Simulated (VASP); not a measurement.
# PbS (R-3m) in VASP: a series of runs

The runs below take PbS through single point, with LDA.

Everything below comes from runs of VASP 6.6.1. Logs are shortened: lines on timing, memory, paths and dates and some standing lists are left out, and cuts for length are marked.

## 1. The cell of the first run

Symmetry: R-3m, No. 166, trigonal system. Conventional cell: a = 4.235 Å, b = 4.235 Å, c = 10.066 Å, α = 90.00°, β = 90.00°, γ = 120.00°. Within 3.9 Å of Pb (site symmetry -3m) lie 6 S at 2.97 Å. Within 3.9 Å of S (site symmetry -3m) lie 6 Pb at 2.97 Å.

## 2. Single point, LDA (equal xy, yz and zx shear strains of -2 %)

INCAR

```
ALGO = Normal
EDIFF = 1E-6
ENCUT = 520
ISIF = 2
ISMEAR = -1
LASPH = True
LCHARG = False
LREAL = False
LWAVE = False
NBANDS = 17
NELM = 60
PREC = Accurate
SIGMA = 0.01
```

KPOINTS

```
k-points
0
Gamma
  8 8 8
```

POSCAR

```
PbS
1.0
   -0.0593000000      2.9353500000      2.9353500000
    2.9353500000     -0.0593000000      2.9353500000
    2.9353500000      2.9353500000     -0.0593000000
Pb S
1 1
Direct
    0.0000000000      0.0000000000      0.0000000000
    0.5000000000      0.5000000000      0.5000000000
```

Potentials or basis: VASP PAW LDA potentials, release 64 (Pb_d, S).

Started as:

```bash
$ cat potpaw_LDA.64/Pb_d/POTCAR potpaw_LDA.64/S/POTCAR > POTCAR
$ mpirun -np 1 vasp_std > vasp.out
```

OUTCAR:

```text
EDIFF = 1E-6
   ENCUT = 520
   ISIF = 2
   ISMEAR = -1
   LASPH = True
   LREAL = False
   NELM = 60
   PREC = Accurate

 ion  position               nearest neighbor table
   1  0.000  0.000  0.000-   2 2.97   2 2.97   2 2.97   2 2.97   2 2.97   2 2.97
   2  0.500  0.500  0.500-   1 2.97   1 2.97   1 2.97   1 2.97   1 2.97   1 2.97

  LATTYP: Found a trigonal (rhomboedric) cell.
 ALAT       =     4.1516353085
 COS(alpha) =     0.4797000918

  Lattice vectors:

 A1 = (  -0.0593000000,   2.9353500000,   2.9353500000)
 A2 = (   2.9353500000,  -0.0593000000,   2.9353500000)
 A3 = (   2.9353500000,   2.9353500000,  -0.0593000000)

Analysis of symmetry for initial positions (statically):
=====================================================================
 Subroutine PRICEL returns:
 Original cell was already a primitive cell.

 Routine SETGRP: Setting up the symmetry group for a
 trigonal (rhombohedral) supercell.

 Subroutine GETGRP returns: Found 12 space group operations
 (whereof 12 operations were pure point group operations)
 out of a pool of 12 trial point group operations.

The static configuration has the point symmetry D_3d.

Analysis of symmetry for dynamics (positions and initial velocities):
=====================================================================
 Subroutine PRICEL returns:
 Original cell was already a primitive cell.

 Routine SETGRP: Setting up the symmetry group for a
 trigonal (rhombohedral) supercell.

 Subroutine GETGRP returns: Found 12 space group operations
 (whereof 12 operations were pure point group operations)
 out of a pool of 12 trial point group operations.

The dynamic configuration has the point symmetry D_3d.

 Subroutine INISYM returns: Found 12 space group operations
 (whereof 12 operations are pure point group operations),
 and found     1 'primitive' translations

----------------------------------------------------------------------------------------

                                     Primitive cell

  volume of cell :      52.1162

  direct lattice vectors                    reciprocal lattice vectors
    -0.059300000  2.935350000  2.935350000    -0.165260701  0.168668138  0.168668138
     2.935350000 -0.059300000  2.935350000     0.168668138 -0.165260701  0.168668138
     2.935350000  2.935350000 -0.059300000     0.168668138  0.168668138 -0.165260701

  length of vectors
     4.151635309  4.151635309  4.151635309     0.290187838  0.290187838  0.290187838

  position of ions in fractional coordinates (direct lattice)
     0.000000000  0.000000000  0.000000000
     0.500000000  0.500000000  0.500000000

  ion indices of the primitive-cell ions
   primitive index   ion index
                 1           1
                 2           2

----------------------------------------------------------------------------------------

 KPOINTS: k-points

Automatic generation of k-mesh.
 Grid dimensions read from file:
 generate k-points for:    8    8    8

 Generating k-lattice:

  Cartesian coordinates                     Fractional coordinates (reciprocal lattice)
    -0.020657588  0.021083517  0.021083517     0.125000000  0.000000000  0.000000000
     0.021083517 -0.020657588  0.021083517     0.000000000  0.125000000  0.000000000
     0.021083517  0.021083517 -0.020657588     0.000000000  0.000000000  0.125000000

  Length of vectors
     0.036273480  0.036273480  0.036273480

  Shift w.r.t. Gamma in fractional coordinates (k-lattice)
     0.000000000  0.000000000  0.000000000

 Subroutine IBZKPT returns following result:
 ===========================================

 Found     65 irreducible k-points:

 Following reciprocal coordinates:
            Coordinates               Weight
  0.000000  0.000000  0.000000      1.000000
  0.125000  0.000000 -0.000000      6.000000
  0.250000  0.000000 -0.000000      6.000000
  0.375000 -0.000000 -0.000000      6.000000
  0.500000  0.000000 -0.000000      3.000000
  0.125000  0.125000 -0.000000      6.000000
[... 16 lines left out ...]
  0.250000  0.125000  0.125000      6.000000
  0.375000  0.125000  0.125000      6.000000
 [... further k-points ...]
   k-points           NKPTS =     65   k-points in BZ     NKDIM =     65   number of bands    NBANDS=     17
   number of dos      NEDOS =    301   number of ions     NIONS =      2
   total plane-waves  NPLWV =  32768
   dimension x,y,z NGX =    32 NGY =   32 NGZ =   32
   dimension x,y,z NGXF=    64 NGYF=   64 NGZF=   64
   ions per type =               1   1
   NGX,Y,Z   is equivalent  to a cutoff of  12.81, 12.81, 12.81 a.u.
   NGXF,Y,Z  is equivalent  to a cutoff of  25.63, 25.63, 25.63 a.u.
 SYSTEM =  unknown system
   PREC   = accura    normal or accurate (medium, high low for compatibility)
   ISTART =      0    job   : 0-new  1-cont  2-samecut
   ICHARG =      2    charge: 1-file 2-atom 10-const
   ISPIN  =      1    spin polarized calculation?
   LNONCOLLINEAR =      F non collinear calculations
   LSORBIT =      F    spin-orbit coupling
   LASPH  =      T    aspherical Exc in radial PAW
   ENCUT  =  520.0 eV  38.22 Ry    6.18 a.u.   7.72  7.72  7.72*2*pi/ulx,y,z
   NELM   =     60;   NELMIN=  2; NELMDL= -5     # of ELM steps
   EDIFF  = 0.1E-05   stopping-criterion for ELM
   LREAL  =      F    real-space projection
   EDIFFG = 0.1E-04   stopping-criterion for IOM
   NSW    =      0    number of steps for IOM
   IBRION =     -1    ionic relax: 0-MD 1-quasi-New 2-CG
   NFREE  =      0    steps in history (QN), initial steepest desc. (CG)
   ISIF   =      2    stress and relaxation
   ISYM   =      2    0-nonsym 1-usesym 2-fastsym
   POTIM  = 0.5000    time-step for ionic-motion
   TEBEG  =    0.0;   TEEND  =   0.0 temperature during run
   PSTRESS=    0.0 pullay stress
   NELECT =      20.0000    total number of electrons
   NUPDOWN=      -1.0000    fix difference up-down
   EMIN   =  10.00;   EMAX   =-10.00  energy-range for DOS
   EFERMI =   0.00;   METHOD = LEGACY
   ISMEAR =    -1;   SIGMA  =   0.01  broadening in eV -4-tet -1-fermi 0-gaus
   EFERMI_NEDOS =   21; number of points for ismear=-14 and -15
   IALGO  =     38    algorithm
   IMIX   =      4    mixing-type and parameters
     AMIX     =   0.40;   BMIX     =  1.00
     AMIX_MAG =   1.60;   BMIX_MAG =  1.00
  volume/ion in A,a.u.               =      26.06       175.85
  Fermi-wavevector in a.u.,A,eV,Ry     =   1.189672  2.248154 19.256586  1.415319
  Thomas-Fermi vector in A             =   2.325774
   LORBIT       =      0    0 simple, 1 ext, 2 COOP (PROOUT), +10 PAW based schemes
   GGA     = CA    functional components
   LHFCALC =     F    Hartree Fock is set to
   AEXX    =    0.0000 exact exchange contribution
   IVDW    =     0    specifies the selected vdW correction
   LEPSILON=     F    determine dielectric tensor
   LRPA    =     F    only Hartree local field effects (RPA)
 non-spin polarized calculation
  energy-cutoff  :      520.00
  volume of cell :       52.12
 maximum number of plane-waves:      1417
   NGX = 15   NGY = 15   NGZ = 15

 number of electron      20.0000001 magnetization

 Free energy of the ion-electron system (eV)
  ---------------------------------------------------
  ext. energy  EPLUGINS =         0.00000000
  ---------------------------------------------------
  free energy    TOTEN  =        -9.97899739 eV

  energy without entropy =       -9.97891542  energy(sigma->0) =       -9.97895640

 E-fermi :   5.6648     XC(G=0): -10.0347

 val. band max:        5.6633240680   @ k =   0.5000   0.5000   0.5000
 cond. band min:       5.8519846502   @ k =   0.5000   0.0000  -0.0000
 fundamental gap:      0.1886605823
 Fermi energy:         5.6647575049

 k-point     1 :       0.0000    0.0000    0.0000
  band No.  band energies     occupation
      1     -11.1733      2.00000
      2     -11.1733      2.00000
      3     -11.1708      2.00000
      4     -11.1570      2.00000
      5     -11.1570      2.00000
      6      -7.9689      2.00000
[... 9 lines left out ...]
     16      12.5322      0.00000
     17      14.0619      0.00000

 k-point     2 :       0.1250    0.0000   -0.0000
  band No.  band energies     occupation
      1     -11.1753      2.00000
      2     -11.1730      2.00000
      3     -11.1656      2.00000
      4     -11.1587      2.00000
      5     -11.1535      2.00000
      6      -7.8339      2.00000
[... 9 lines left out ...]
     16      12.8483      0.00000
     17      15.2467      0.00000

 k-point     3 :       0.2500    0.0000   -0.0000
  band No.  band energies     occupation
      1     -11.1847      2.00000
      2     -11.1778      2.00000
      3     -11.1642      2.00000
      4     -11.1464      2.00000
      5     -11.1406      2.00000
      6      -7.4569      2.00000
[... 9 lines left out ...]
     16      13.7059      0.00000
     17      17.2563      0.00000

 k-point     4 :       0.3750   -0.0000   -0.0000
  band No.  band energies     occupation
      1     -11.1955      2.00000
      2     -11.1860      2.00000
      3     -11.1646      2.00000
      4     -11.1294      2.00000
      5     -11.1261      2.00000
      6      -6.9611      2.00000
[... 9 lines left out ...]
     16      14.9339      0.00000
     17      17.1885      0.00000
[... 343 lines left out ...]
      1     -11.1705      2.00000
      2     -11.1655      2.00000
      3     -11.1655      2.00000
      4     -11.1619      2.00000
      5     -11.1619      2.00000
      6      -7.8277      2.00000
[... 9 lines left out ...]
     16      12.5189      0.00000
     17      15.4128      0.00000

 k-point    23 :       0.2500    0.1250    0.1250
  band No.  band energies     occupation
      1     -11.1750      2.00000
      2     -11.1724      2.00000
      3     -11.1654      2.00000
      4     -11.1571      2.00000
      5     -11.1495      2.00000
      6      -7.6054      2.00000
[... 9 lines left out ...]
     16      13.8136      0.00000
     17      15.1383      0.00000

 k-point    24 :       0.3750    0.1250    0.1250
  band No.  band energies     occupation
      1     -11.1863      2.00000
      2     -11.1827      2.00000
      3     -11.1653      2.00000
      4     -11.1421      2.00000
      5     -11.1354      2.00000
      6      -7.1740      2.00000
[... 9 lines left out ...]
     16      15.3210      0.00000
     17      16.2931      0.00000

 [... further k-points ...]

------------------------ aborting loop because EDIFF is reached ----------------------------------------

  FORCE on cell =-STRESS in cart. coord.  units (eV):
  Direction    XX          YY          ZZ          XY          YZ          ZX
  --------------------------------------------------------------------------------------
  -------------------------------------------------------------------------------------
  Total       -0.8254563     -0.8254563     -0.8254563      0.1262233      0.1262233      0.1262233
  in kB      -25.3765029    -25.3765029    -25.3765029      3.8804073      3.8804073      3.8804073
  external PRESSURE =     -25.3765029 kB  Pullay stress =       0.0000000 kB

 VOLUME and BASIS-vectors are now :
 -----------------------------------------------------------------------------
  energy-cutoff  :      520.00
  volume of cell :       52.12
      direct lattice vectors                 reciprocal lattice vectors
    -0.059300000  2.935350000  2.935350000    -0.165260701  0.168668138  0.168668138
     2.935350000 -0.059300000  2.935350000     0.168668138 -0.165260701  0.168668138
     2.935350000  2.935350000 -0.059300000     0.168668138  0.168668138 -0.165260701

 POSITION                                       TOTAL-FORCE (eV/Angst)
 -----------------------------------------------------------------------------------
      0.00000      0.00000      0.00000         0.000000     -0.000000      0.000000
      2.90570      2.90570      2.90570        -0.000000      0.000000     -0.000000
 -----------------------------------------------------------------------------------
    total drift:                                0.000000     -0.000000     -0.000000

  FREE ENERGIE OF THE ION-ELECTRON SYSTEM (eV)
  ---------------------------------------------------
  free  energy   TOTEN  =        -9.9789973856 eV

  energy  without entropy=       -9.9789154192  energy(sigma->0) =       -9.97895640
```

Wall time 33 s (1 thread of Intel Xeon Platinum 8488C (Sapphire Rapids), shared host); peak memory 0.19 GiB.

Results:

- Free energy: -9.9790 eV
- Pressure: -2.5 GPa

Caveat: the cell differs from its parent crystal (equal xy, yz and zx shear strains of -2 %); spin-orbit coupling is left out, which moves the levels of the heavy elements.

(Continued in part 2 of 2.)
